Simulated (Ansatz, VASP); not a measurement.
**One calculation of NbSb, two programs**

The input INCAR:

```
PREC = Accurate ; ENCUT = 520
EDIFF = 1E-6 ; ISMEAR = 0
SIGMA = 0.05 ; LREAL = False
LASPH = True ; NELM = 100
ALGO = Normal ; ISIF = 2
LWAVE = False ; LCHARG = False
GGA = PE ; NBANDS = 16
```

Contents of KPOINTS:

```
regular mesh
0
Gamma
  6 6 6
```

The input POSCAR:

```
NbSb
1.0
    0.0000000000      3.1172211067      3.1172211067
    3.1172211067      0.0000000000      3.1172211067
    3.1172211067      3.1172211067      0.0000000000
Nb Sb
1 1
Direct
    0.0000000000      0.0000000000      0.0000000000
    0.2500000000      0.2500000000      0.2500000000
```

Input for Ansatz:

```yaml
crystal:
  lattice:
    - [0.0, 3.1172211067, 3.1172211067]
    - [3.1172211067, 0.0, 3.1172211067]
    - [3.1172211067, 3.1172211067, 0.0]
  atoms:
    - { symbol: Nb, position: [0.0, 0.0, 0.0] }
    - { symbol: Sb, position: [0.25, 0.25, 0.25] }
basis:
  ecutwfc: 420
  ecutrho_ratio: 4
kpoints:
  mp_grid: { grid: [6, 6, 6] }
hamiltonian:
  xc: pbe
scf:
  occupations: { method: gaussian, width: 0.05 }
output:
  forces: true
  stress: true
  eigenvalues: true
```

Alike in both runs: task single point; functional PBE; k mesh 6 × 6 × 6; occupations gaussian, width 0.05 eV; no spin polarisation.

|  | VASP | Ansatz |
| --- | --- | --- |
| version | VASP 6.6.1 | Ansatz 0.2.0 |
| potentials or method | VASP PAW PBE potentials, release 64 (Nb_sv, Sb), cutoff 520 eV | scalar-relativistic, plane waves, PAW |
| valence electrons in the cell | 18 | 28 |

VASP gave:

| Property | Result |
| --- | --- |
| gap on the k mesh at the Fermi level (eV) | none |
| pressure (GPa) | 1.9 |

**Question.** What did Ansatz give for the same quantities?

**Answer.** gap on the k mesh at the Fermi level (eV): none; pressure (GPa): 2.0.

A gap of «none» marks a metal or a gap that the smearing closes. VASP's potentials hold 18 valence electrons a cell and Ansatz's 28, so a difference there can come from the potentials and not from the codes.

Neither program's run includes spin-orbit coupling.
